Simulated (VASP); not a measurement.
# SiC (Cm) in VASP: a series of runs

SiC is run at these levels: PBE; tasks: relaxation of the atoms.

All numbers are computed with VASP 6.6.1; they aren't measurements. Logs are shortened: lines on timing, memory, paths and dates and some standing lists are left out, and cuts for length are marked.

## 1. The cell of the first run

Symmetry: Cm, No. 8, monoclinic system. The conventional cell has a = 5.265 Å, b = 3.097 Å, c = 3.097 Å, α = 90.00°, β = 123.71°, γ = 90.00°. Si (site symmetry m) has 4 C at 1.87 to 1.92 Å within 2.5 Å. C (site symmetry m) has 4 Si at 1.87 to 1.92 Å within 2.5 Å.

## 2. Relaxation of the atoms, PBE (shear of c along a, cell held: +4.0 %)

Contents of INCAR:

```
SYSTEM = SiC
ALGO     = Normal         ! electronic algorithm
EDIFF    = 1E-7           ! SCF threshold, eV
EDIFFG   = -0.008         ! ionic threshold
ENCUT    = 520            ! plane-wave cutoff, eV
GGA      = PE             ! functional
IBRION   = 2              ! ionic algorithm
ISIF     = 2              ! what is computed and relaxed
ISMEAR   = 0              ! smearing method
LASPH    = .TRUE.         ! aspherical terms in the spheres
LCHARG   = .FALSE.        ! write CHGCAR
LREAL    = .FALSE.        ! projectors in reciprocal space
LWAVE    = .FALSE.        ! write WAVECAR
NELM     = 60             ! most SCF steps
NSW      = 60             ! ionic steps
PREC     = Accurate       ! precision mode
SIGMA    = 0.02           ! smearing width, eV
```

Contents of KPOINTS:

```
k-points
0
G
  10 10 6
  0 0 0
```

Contents of POSCAR:

```
SiC
1.0
    2.1898629696      2.1898629696      0.0000000000
   -2.1898629696      2.1898629696      0.0000000000
    0.1238773565      0.1238773565      4.3797259393
Si C
2 2
Direct
    0.5019706206      0.0000000000      0.7498883568
    0.0019706206      0.5000000000      0.2498883568
   -0.0019706206      0.0000000000      0.0001116432
    0.4980293794      0.5000000000      0.5001116432
```

Potentials or basis: VASP PAW PBE potentials, release 64 (Si, C).

Run with:

```sh
$ cat potpaw_PBE.64/Si/POTCAR potpaw_PBE.64/C/POTCAR > POTCAR
$ mpirun -np 1 vasp_std > vasp.out
```

OUTCAR:

```text
SYSTEM = SiC
   EDIFF = 1E-7
   EDIFFG = -0.008
   ENCUT = 520
   GGA = PE
   IBRION = 2
   ISIF = 2
   ISMEAR = 0
   LASPH = .TRUE.
   LREAL = .FALSE.
   NELM = 60
   NSW = 60
   PREC = Accurate

 ion  position               nearest neighbor table
   1  0.502  0.000  0.750-   3 1.87   4 1.90   4 1.90   3 1.92   2 3.05   2 3.05   2 3.05   2 3.05
                             2 3.14   2 3.14   2 3.14   2 3.14
   2  0.002  0.500  0.250-   4 1.87   3 1.90   3 1.90   4 1.92   1 3.05   1 3.05   1 3.05   1 3.05
                             1 3.14   1 3.14   1 3.14   1 3.14
   3  0.998  0.000  0.000-   1 1.87   2 1.90   2 1.90   1 1.92
   4  0.498  0.500  0.500-   2 1.87   1 1.90   1 1.90   2 1.92

  LATTYP: Found a simple monoclinic cell.
 ALAT       =     3.0969339113
 B/A-ratio  =     1.0000000000
 C/A-ratio  =     1.4153444811
 COS(beta)  =    -0.0399680384

  Lattice vectors:

 A1 = (   2.1898629696,   2.1898629696,   0.0000000000)
 A2 = (   2.1898629696,  -2.1898629696,   0.0000000000)
 A3 = (  -0.1238773565,  -0.1238773565,  -4.3797259393)

Analysis of symmetry for initial positions (statically):
=====================================================================
 Subroutine PRICEL returns following result:

  LATTYP: Found a base centered monoclinic cell.
 ALAT       =     5.2648449560
 B/A-ratio  =     0.5882288913
 C/A-ratio  =     0.5882288913
 COS(beta)  =    -0.5549536403

  Lattice vectors:

 A1 = (  -2.1279242913,   0.0619386782,   2.1898629697)
 A2 = (   0.0619386783,  -2.1279242914,   2.1898629697)
 A3 = (   2.1898629696,   2.1898629696,  -0.0000000000)

   2 primitive cells build up your supercell.

 Routine SETGRP: Setting up the symmetry group for a
 simple monoclinic supercell.

 Subroutine GETGRP returns: Found  2 space group operations
 (whereof  2 operations were pure point group operations)
 out of a pool of  4 trial point group operations.

The static configuration has the point symmetry C_1h.

Analysis of symmetry for dynamics (positions and initial velocities):
=====================================================================
 Subroutine PRICEL returns following result:

  LATTYP: Found a base centered monoclinic cell.
 ALAT       =     5.2648449560
 B/A-ratio  =     0.5882288913
 C/A-ratio  =     0.5882288913
 COS(beta)  =    -0.5549536403

  Lattice vectors:

 A1 = (  -2.1279242913,   0.0619386782,   2.1898629697)
 A2 = (   0.0619386783,  -2.1279242914,   2.1898629697)
 A3 = (   2.1898629696,   2.1898629696,  -0.0000000000)

   2 primitive cells build up your supercell.

 Routine SETGRP: Setting up the symmetry group for a
 simple monoclinic supercell.

 Subroutine GETGRP returns: Found  2 space group operations
 (whereof  2 operations were pure point group operations)
 out of a pool of  4 trial point group operations.

The dynamic configuration has the point symmetry C_1h.

 Subroutine INISYM returns: Found  2 space group operations
 (whereof  2 operations are pure point group operations),
 and found     2 'primitive' translations

----------------------------------------------------------------------------------------

                                     Primitive cell

  volume of cell :      21.0030

  direct lattice vectors                    reciprocal lattice vectors
    -2.127924291  0.061938678  2.189862970    -0.228324789  0.228324789  0.228324789
     0.061938678 -2.127924291  2.189862970     0.228324789 -0.228324789  0.228324789
     2.189862970  2.189862970 -0.000000000     0.228324789  0.228324789  0.215408788

  length of vectors
     3.054078914  3.054078914  3.096933911     0.395470135  0.395470135  0.388156366

  position of ions in fractional coordinates (direct lattice)
     0.749888357  0.749888357  0.251858977
     0.000111643  0.000111643  0.998141023

  ion indices of the primitive-cell ions
   primitive index   ion index
                 1           1
                 2           3

----------------------------------------------------------------------------------------

 KPOINTS: k-points

Automatic generation of k-mesh.
 Grid dimensions read from file:
 generate k-points for:   10   10    6

 Generating k-lattice:

  Cartesian coordinates                     Fractional coordinates (reciprocal lattice)
     0.022832479  0.022832479 -0.001291600     0.100000000  0.000000000  0.000000000
    -0.022832479  0.022832479  0.000000000     0.000000000  0.100000000  0.000000000
     0.000000000  0.000000000  0.038054131     0.000000000  0.000000000  0.166666667

  Length of vectors
     0.032315823  0.032290001  0.038054131

  Shift w.r.t. Gamma in fractional coordinates (k-lattice)
     0.000000000  0.000000000  0.000000000

 Subroutine IBZKPT returns following result:
 ===========================================

 Found    192 irreducible k-points:

 Following reciprocal coordinates:
            Coordinates               Weight
  0.000000  0.000000  0.000000      1.000000
  0.100000  0.000000  0.000000      2.000000
  0.200000  0.000000  0.000000      2.000000
  0.300000  0.000000  0.000000      2.000000
  0.400000  0.000000  0.000000      2.000000
  0.500000  0.000000  0.000000      1.000000
[... 16 lines left out ...]
  0.400000  0.300000  0.000000      4.000000
  0.500000  0.300000  0.000000      2.000000
 [... further k-points ...]
   k-points           NKPTS =    192   k-points in BZ     NKDIM =    192   number of bands    NBANDS=     12
   number of dos      NEDOS =    301   number of ions     NIONS =      4
   total plane-waves  NPLWV =  20736
   dimension x,y,z NGX =    24 NGY =   24 NGZ =   36
   dimension x,y,z NGXF=    48 NGYF=   48 NGZF=   72
   ions per type =               2   2
   NGX,Y,Z   is equivalent  to a cutoff of  12.88, 12.88, 13.65 a.u.
   NGXF,Y,Z  is equivalent  to a cutoff of  25.77, 25.77, 27.31 a.u.
 SYSTEM =  SiC
   PREC   = accura    normal or accurate (medium, high low for compatibility)
   ISTART =      0    job   : 0-new  1-cont  2-samecut
   ICHARG =      2    charge: 1-file 2-atom 10-const
   ISPIN  =      1    spin polarized calculation?
   LNONCOLLINEAR =      F non collinear calculations
   LSORBIT =      F    spin-orbit coupling
   LASPH  =      T    aspherical Exc in radial PAW
   ENCUT  =  520.0 eV  38.22 Ry    6.18 a.u.   5.76  5.76  8.15*2*pi/ulx,y,z
   NELM   =     60;   NELMIN=  2; NELMDL= -5     # of ELM steps
   EDIFF  = 0.1E-06   stopping-criterion for ELM
   LREAL  =      F    real-space projection
   EDIFFG = -.8E-02   stopping-criterion for IOM
   NSW    =     60    number of steps for IOM
   IBRION =      2    ionic relax: 0-MD 1-quasi-New 2-CG
   NFREE  =      1    steps in history (QN), initial steepest desc. (CG)
   ISIF   =      2    stress and relaxation
   ISYM   =      2    0-nonsym 1-usesym 2-fastsym
   POTIM  = 0.5000    time-step for ionic-motion
   TEBEG  =    0.0;   TEEND  =   0.0 temperature during run
   PSTRESS=    0.0 pullay stress
   NELECT =      16.0000    total number of electrons
   NUPDOWN=      -1.0000    fix difference up-down
   EMIN   =  10.00;   EMAX   =-10.00  energy-range for DOS
   EFERMI =   0.00;   METHOD = LEGACY
   ISMEAR =     0;   SIGMA  =   0.02  broadening in eV -4-tet -1-fermi 0-gaus
   EFERMI_NEDOS =   21; number of points for ismear=-14 and -15
   IALGO  =     38    algorithm
   IMIX   =      4    mixing-type and parameters
     AMIX     =   0.40;   BMIX     =  1.00
     AMIX_MAG =   1.60;   BMIX_MAG =  1.00
  volume/ion in A,a.u.               =      10.50        70.87
  Fermi-wavevector in a.u.,A,eV,Ry     =   1.186710  2.242556 19.160817  1.408280
  Thomas-Fermi vector in A             =   2.322877
   LORBIT       =      0    0 simple, 1 ext, 2 COOP (PROOUT), +10 PAW based schemes
   GGA     = PE    functional components
   LHFCALC =     F    Hartree Fock is set to
   AEXX    =    0.0000 exact exchange contribution
   IVDW    =     0    specifies the selected vdW correction
   LEPSILON=     F    determine dielectric tensor
   LRPA    =     F    only Hartree local field effects (RPA)
 conjugate gradient relaxation of ions
 non-spin polarized calculation
 Gauss-broadening in eV      SIGMA  =   0.02
  energy-cutoff  :      520.00
  volume of cell :       42.01
 maximum number of plane-waves:      1152
   NGX = 11   NGY = 11   NGZ = 17

--------------------------------------- Ionic step        1  -------------------------------------------

 number of electron      15.9999998 magnetization

 Free energy of the ion-electron system (eV)
  ---------------------------------------------------
  ext. energy  EPLUGINS =         0.00000000
  ---------------------------------------------------
  free energy    TOTEN  =       -30.07121190 eV

  energy without entropy =      -30.07121190  energy(sigma->0) =      -30.07121190

------------------------ aborting loop because EDIFF is reached ----------------------------------------

  FORCE on cell =-STRESS in cart. coord.  units (eV):
  Direction    XX          YY          ZZ          XY          YZ          ZX
  --------------------------------------------------------------------------------------
  -------------------------------------------------------------------------------------
  Total       -0.0132424     -0.0132424      0.1395173     -0.0256866     -1.8229323     -1.8229323
  in kB       -0.5050889     -0.5050889      5.3214240     -0.9797289    -69.5296942    -69.5296943
  external PRESSURE =       1.4370821 kB  Pullay stress =       0.0000000 kB
[... 61 lines left out ...]
  energy  without entropy=      -30.0712985049  energy(sigma->0) =      -30.07129850

--------------------------------------- Ionic step        3  -------------------------------------------

 number of electron      15.9999998 magnetization

 Free energy of the ion-electron system (eV)
  ---------------------------------------------------
  ext. energy  EPLUGINS =         0.00000000
  ---------------------------------------------------
  free energy    TOTEN  =       -30.07152888 eV

  energy without entropy =      -30.07152888  energy(sigma->0) =      -30.07152888

 E-fermi :   8.2510     XC(G=0): -11.2917

 val. band max:        8.1311027430   @ k =   0.0000   0.0000   0.0000
 cond. band min:       9.2688713658   @ k =   0.5000   0.5000   0.0000
 fundamental gap:      1.1377686228
 Fermi energy:         8.2510124303

 k-point     1 :       0.0000    0.0000    0.0000
  band No.  band energies     occupation
      1      -7.3471      2.00000
      2      -2.3973      2.00000
      3       0.1945      2.00000
      4       4.7823      2.00000
      5       4.8068      2.00000
      6       7.7569      2.00000
      7       7.9419      2.00000
      8       8.1311      2.00000
      9       9.3123      0.00000
     10      12.2226      0.00000
     11      13.7075      0.00000
     12      14.8995      0.00000
[... 331 lines left out ...]
 k-point    24 :       0.5000    0.3000    0.0000
  band No.  band energies     occupation
      1      -3.3684      2.00000
      2      -3.3684      2.00000
      3       1.4760      2.00000
      4       1.4760      2.00000
      5       4.2162      2.00000
      6       4.2162      2.00000
      7       4.7798      2.00000
      8       4.7798      2.00000
      9      10.8236      0.00000
     10      10.8236      0.00000
     11      13.6508      0.00000
     12      13.6508      0.00000

 [... further k-points ...]

------------------------ aborting loop because EDIFF is reached ----------------------------------------

  FORCE on cell =-STRESS in cart. coord.  units (eV):
  Direction    XX          YY          ZZ          XY          YZ          ZX
  --------------------------------------------------------------------------------------
  -------------------------------------------------------------------------------------
  Total       -0.0252947     -0.0252947      0.1253135     -0.0533747     -1.7781213     -1.7781213
  in kB       -0.9647806     -0.9647806      4.7796678     -2.0358012    -67.8205251    -67.8205251
  external PRESSURE =       0.9500355 kB  Pullay stress =       0.0000000 kB
[... 19 lines left out ...]
  FREE ENERGIE OF THE ION-ELECTRON SYSTEM (eV)
  ---------------------------------------------------
  free  energy   TOTEN  =       -30.0715288815 eV

  energy  without entropy=      -30.0715288815  energy(sigma->0) =      -30.07152888

 reached required accuracy - stopping structural energy minimisation
```

Run time: 3 min. Hardware: 1 thread of Oxide Virtual Turin-like, shared host; peak memory 0.18 GiB.

Results:

* Free energy: -30.0715 eV
* Energy gained by relaxing: 0.1 meV/atom
* Ionic steps: 3
* Pressure after relaxing: 0.1 GPa
* Largest force after relaxing: 0.005 eV/Å
* Band gap on the k mesh: 1.14 eV

Forces in eV/Å, atoms in the order of the input:
```
Si   0.001  0.001  0.004
Si   0.001  0.001  0.004
C   -0.001 -0.001 -0.004
C   -0.001 -0.001 -0.004
```

The path:
| step | energy change (eV) | largest force (eV/Å) | pressure (GPa) |
| --- | --- | --- | --- |
| 1 | 0.0000 | 0.0782 | 0.14 |
| 2 | -0.0001 | 0.0663 | 0.06 |
| 3 | -0.0003 | 0.0046 | 0.10 |

Final structure:
```
Si C
1.0
     2.18986    2.18986    0.00000
    -2.18986    2.18986    0.00000
     0.12388    0.12388    4.37973
Si C
2 2
Cartesian
  1.1935 1.1935 3.2838
  -1.0583 1.1316 1.0939
  2.1842 2.1842 0.0010
  0.0562 2.2461 2.1909
```

Caveat: the cell differs from its parent crystal (shear of c along a, cell held: +4.0 %).

## 3. Relaxation of the atoms, PBE (shear of c along a, cell held: +2.0 %)

Contents of INCAR:

```
SYSTEM = SiC
PREC = Accurate
ENCUT = 520
EDIFF = 1E-6
ISMEAR = 0
SIGMA = 0.02
LREAL = .False.
LASPH = .True.
NELM = 100
ALGO = Normal
ISIF = 2
LWAVE = .False.
LCHARG = .False.
GGA = PE
IBRION = 2
NSW = 60
EDIFFG = -0.008
```

Contents of KPOINTS:

```
regular mesh
0
Gamma
  10 10 6
  0 0 0
```

Contents of POSCAR:

```
SiC
1.0
    2.1898629696      2.1898629696      0.0000000000
   -2.1898629696      2.1898629696      0.0000000000
    0.0619386782      0.0619386782      4.3797259393
Si C
2 2
Direct
    0.5006568125      0.0000000000      0.7499891114
    0.0006568125      0.5000000000      0.2499891114
   -0.0006568125      0.0000000000      0.0000108886
    0.4993431875      0.5000000000      0.5000108886
```

Potentials or basis: VASP PAW PBE potentials, release 64 (Si, C).

Run with:

```sh
$ cat potpaw_PBE.64/Si/POTCAR potpaw_PBE.64/C/POTCAR > POTCAR
$ mpirun -np 1 vasp_std > vasp.out
```

Run time: 2.3 min. Hardware: 1 thread of Oxide Virtual Turin-like, shared host; peak memory 0.18 GiB.

It converged, with:

```yaml
Free_energy: -30.1093 eV
Energy_gained_by_relaxing: 0.1 meV/atom
Ionic_steps: 3
Pressure_after_relaxing: 0.0 GPa
Band_gap_on_the_k_mesh: 1.26 eV
```

Forces in eV/Å, atoms in the order of the input:
```
Si   0.000  0.000  0.003
Si   0.000  0.000  0.003
C    0.000  0.000 -0.003
C    0.000  0.000 -0.003
```

Stress tensor (GPa, compression positive):
```
-0.06 -0.06 -3.40
-0.06 -0.06 -3.40
-3.40 -3.40  0.08
```

Step by step:
```
step  energy change (eV)  largest force (eV/Å)  pressure (GPa)
   1              0.0000                0.0763            0.01
   2             -0.0001                0.0618           -0.03
   3             -0.0003                0.0028           -0.01
```

Final structure:
```
CELL_PARAMETERS angstrom
2.18986 2.18986 0.00000
-2.18986 2.18986 0.00000
0.06194 0.06194 4.37973
ATOMIC_POSITIONS crystal
Si 0.50131 0.00000 0.74993
Si 0.00131 0.50000 0.24993
C 0.99869 0.00000 0.00007
C 0.49869 0.50000 0.50007
```

Levels at points of the mesh, in eV from the valence-band top:
```tsv
k point	band 5	band 6	band 7	band 8	band 9	band 10	band 11	band 12
(0.00, 0.00, 0.00)	-3.25	-0.19	-0.10	0.00	1.28	4.18	5.88	6.95
(0.50, 0.00, 0.00)	-4.38	-4.38	-1.27	-1.27	5.38	5.38	8.52	8.52
(0.00, 0.50, 0.00)	-4.39	-4.39	-1.27	-1.27	5.39	5.39	8.45	8.45
(0.50, 0.50, 0.00)	-3.37	-3.37	-3.13	-3.13	1.26	1.26	4.19	4.19
(0.00, 0.00, 0.50)	-2.01	-2.01	-2.01	-2.01	3.92	3.92	6.18	6.18
(0.50, 0.00, 0.50)	-1.25	-1.21	-1.08	-1.03	5.00	5.40	6.89	7.00
(0.00, 0.50, 0.50)	-1.18	-1.18	-1.10	-1.10	5.20	5.20	6.98	6.98
(0.50, 0.50, 0.50)	-5.02	-5.02	-4.72	-4.72	5.08	5.08	9.00	9.00
```

Caveat: the cell differs from its parent crystal (shear of c along a, cell held: +2.0 %).
